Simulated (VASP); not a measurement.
# Pb3W (P6_3/mmc) in VASP: notebook, part 2 of 2

VASP 6.6.1.

## 3. Single point, PBE

This run uses another cell than the first one, of 27.53 Å³/atom.

Input file INCAR:

```
ALGO = Fast
EDIFF = 1E-6
ENCUT = 520
GGA = PE
ISIF = 2
ISMEAR = 0
LASPH = T
LCHARG = T
LELF = T
LREAL = F
LVHAR = T
LWAVE = F
NBANDS = 66
NELM = 100
PREC = Accurate
SIGMA = 0.1
```

Input file KPOINTS:

```
k-points
0
Gamma
  3 3 4
```

Input file POSCAR:

```
Pb3W
1.0
    6.8172386421      0.0000000000      0.0000000000
   -3.4086193211      5.9039018477      0.0000000000
    0.0000000000      0.0000000000      5.4718858578
Pb W
6 2
Direct
    0.8330000000      0.6660000000      0.2500000000
    0.1670000000      0.8330000000      0.7500000000
    0.3340000000      0.1670000000      0.2500000000
    0.1670000000      0.3340000000      0.7500000000
    0.8330000000      0.1670000000      0.2500000000
    0.6660000000      0.8330000000      0.7500000000
    0.3333333333      0.6666666667      0.2500000000
    0.6666666667      0.3333333333      0.7500000000
```

Potentials or basis: VASP PAW PBE potentials, release 64 (Pb_d, W_sv).

Launch:

```console
> cat potpaw_PBE.64/Pb_d/POTCAR potpaw_PBE.64/W_sv/POTCAR > POTCAR
> mpirun -np 1 vasp_std > vasp.out
```

OUTCAR:

```text
EDIFF = 1E-6
   ENCUT = 520
   GGA = PE
   ISIF = 2
   ISMEAR = 0
   LASPH = T
   LREAL = F
   NELM = 100
   PREC = Accurate

 ion  position               nearest neighbor table
   1  0.833  0.666  0.250-   8 3.37   8 3.37   2 3.37   2 3.37   6 3.37   6 3.37   3 3.40   5 3.40
                             7 3.41   7 3.41   3 3.42   5 3.42
   2  0.167  0.833  0.750-   7 3.37   7 3.37   1 3.37   1 3.37   3 3.37   3 3.37   6 3.40   4 3.40
                             8 3.41   8 3.41   6 3.42   4 3.42
   3  0.334  0.167  0.250-   8 3.37   8 3.37   2 3.37   2 3.37   4 3.37   4 3.37   1 3.40   5 3.40
                             7 3.41   7 3.41   1 3.42   5 3.42
   4  0.167  0.334  0.750-   7 3.37   7 3.37   5 3.37   5 3.37   3 3.37   3 3.37   6 3.40   2 3.40
                             8 3.41   8 3.41   6 3.42   2 3.42
   5  0.833  0.167  0.250-   8 3.37   8 3.37   4 3.37   4 3.37   6 3.37   6 3.37   3 3.40   1 3.40
                             7 3.41   7 3.41   3 3.42   1 3.42
   6  0.666  0.833  0.750-   7 3.37   7 3.37   5 3.37   5 3.37   1 3.37   1 3.37   4 3.40   2 3.40
                             8 3.41   8 3.41   4 3.42   2 3.42
   7  0.333  0.667  0.250-   2 3.37   2 3.37   6 3.37   6 3.37   4 3.37   4 3.37   1 3.41   3 3.41
                             5 3.41   5 3.41   1 3.41   3 3.41
   8  0.667  0.333  0.750-   5 3.37   5 3.37   3 3.37   3 3.37   1 3.37   1 3.37   4 3.41   6 3.41
                             2 3.41   2 3.41   4 3.41   6 3.41
[... 810 lines left out ...]
     65      10.4926      0.00000
     66      10.4927      0.00000

------------------------ aborting loop because EDIFF is reached ----------------------------------------

  FORCE on cell =-STRESS in cart. coord.  units (eV):
  Direction    XX          YY          ZZ          XY          YZ          ZX
  --------------------------------------------------------------------------------------
  -------------------------------------------------------------------------------------
  Total       -5.9349247     -5.9349247     -5.2020687      0.0000000      0.0000000      0.0000000
  in kB      -43.1758745    -43.1758745    -37.8444336      0.0000000      0.0000000      0.0000000
  external PRESSURE =     -41.3987275 kB  Pullay stress =       0.0000000 kB

 VOLUME and BASIS-vectors are now :
 -----------------------------------------------------------------------------
  energy-cutoff  :      520.00
  volume of cell :      220.23
      direct lattice vectors                 reciprocal lattice vectors
     6.817238642  0.000000000  0.000000000     0.146686958  0.084689755  0.000000000
    -3.408619321  5.903901848  0.000000000     0.000000000  0.169379510  0.000000000
     0.000000000  0.000000000  5.471885858     0.000000000  0.000000000  0.182752350

 POSITION                                       TOTAL-FORCE (eV/Angst)
 -----------------------------------------------------------------------------------
      3.40862      3.93200      1.36797         0.000000     -1.008292      0.000000
     -1.70090      4.91795      4.10391         0.873207     -0.504146      0.000000
      1.70772      0.98595      1.36797         0.873207      0.504146      0.000000
     -0.00000      1.97190      4.10391        -0.000000      1.008292     -0.000000
      5.10952      0.98595      1.36797        -0.873207      0.504146     -0.000000
      1.70090      4.91795      4.10391        -0.873207     -0.504146     -0.000000
     -0.00000      3.93593      1.36797         0.000000      0.000000     -0.000000
      3.40862      1.96797      4.10391         0.000000      0.000000     -0.000000
 -----------------------------------------------------------------------------------
    total drift:                                0.000000     -0.000000      0.000000

  FREE ENERGIE OF THE ION-ELECTRON SYSTEM (eV)
  ---------------------------------------------------
  free  energy   TOTEN  =       -38.1858626597 eV

  energy  without entropy=      -38.1438191931  energy(sigma->0) =      -38.16484093
```

Run time: 3.3 min. Hardware: 1 thread of Intel Xeon 6975P-C (Granite Rapids), shared host; peak memory 0.4 GiB.

Results:

| Quantity | Value |
| --- | --- |
| Free energy | -38.1859 eV |
| Pressure | -4.1 GPa |
| Largest force | 1.008 eV/Å |
| Band gap on the k mesh | zero (bands 56 and 57 overlap by 0.24 eV) |

Forces on the atoms (eV/Å):
```
Pb   0.000 -1.008  0.000
Pb   0.873 -0.504  0.000
Pb   0.873  0.504  0.000
Pb   0.000  1.008  0.000
Pb  -0.873  0.504  0.000
Pb  -0.873 -0.504  0.000
W    0.000  0.000  0.000
W    0.000  0.000  0.000
```

Levels at points of the mesh, in eV from the Fermi level:
```
           k point  band 54  band 55  band 56  band 57  band 58  band 59
(0.00, 0.00, 0.00)    -0.33    -0.33    -0.13    -0.12    -0.12    -0.08
(0.00, 0.00, 0.50)     0.02     0.12     0.12     0.12     0.12     0.45
```

Caveat: the cell stands under tension; spin-orbit coupling is left out, which moves the levels of the heavy elements; forces of over 1 eV/Å act on the atoms, so gaps and moduli don't describe the material at rest.
